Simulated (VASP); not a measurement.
Input of a VASP 6.6.1 run:

The input INCAR:

```
SYSTEM = CuO
ALGO = Normal ; EDIFF = 1E-7
EDIFFG = -0.01 ; ENCUT = 820
GGA = PE ; GGA_COMPAT = .False.
IBRION = 2 ; ISIF = 3
ISMEAR = -1 ; LASPH = .True.
LCHARG = .False. ; LDAU = .True.
LDAUJ = 0 0 ; LDAUL = 2 -1
LDAUPRINT = 1 ; LDAUTYPE = 2
LDAUU = 4 0 ; LMAXMIX = 4
LREAL = .False. ; LWAVE = .False.
NELM = 200 ; NELMIN = 4
NSW = 60 ; PREC = Accurate
SIGMA = 0.05
```

KPOINTS

```
k-points
0
Gamma
  10 10 10
  0 0 0
```

POSCAR

```
CuO
1.0
    2.5525506100      0.0000000000      0.0000000000
    0.0000000000      2.5525506100      0.0000000000
    0.0000000000      0.0000000000      2.5525506100
Cu O
1 1
Direct
    0.0000000000      0.0000000000      0.0000000000
    0.5000000000      0.5000000000      0.5000000000
```

Potentials or basis: VASP PAW PBE potentials, release 64 (Cu_sv_GW, O).

Command:

```sh
$ cat potpaw_PBE.64/Cu_sv_GW/POTCAR potpaw_PBE.64/O/POTCAR > POTCAR
$ mpirun -np 1 vasp_std > vasp.out
```

Q: Predict the band gap on the k mesh.

A: Zero (an odd number of electrons rules out a gap without spin polarisation).

Q: What does it give for the relaxed cell?

A: a = 2.624 Å, b = 2.624 Å, c = 2.624 Å, α = 90.00°, β = 90.00°, γ = 90.00°.

Q: Estimate the space group after relaxing (to 0.1 Å).

A: Pm-3m (No. 221).

Final structure:
```
CELL_PARAMETERS angstrom
2.62425 0.00000 0.00000
0.00000 2.62425 0.00000
0.00000 0.00000 2.62425
ATOMIC_POSITIONS crystal
Cu 0.00000 0.00000 0.00000
O 0.50000 0.50000 0.50000
```

Caveat: an odd number of electrons without spin polarisation forces a metal; a magnetic or distorted state may lie lower; U without spin polarisation on a metal has little footing.
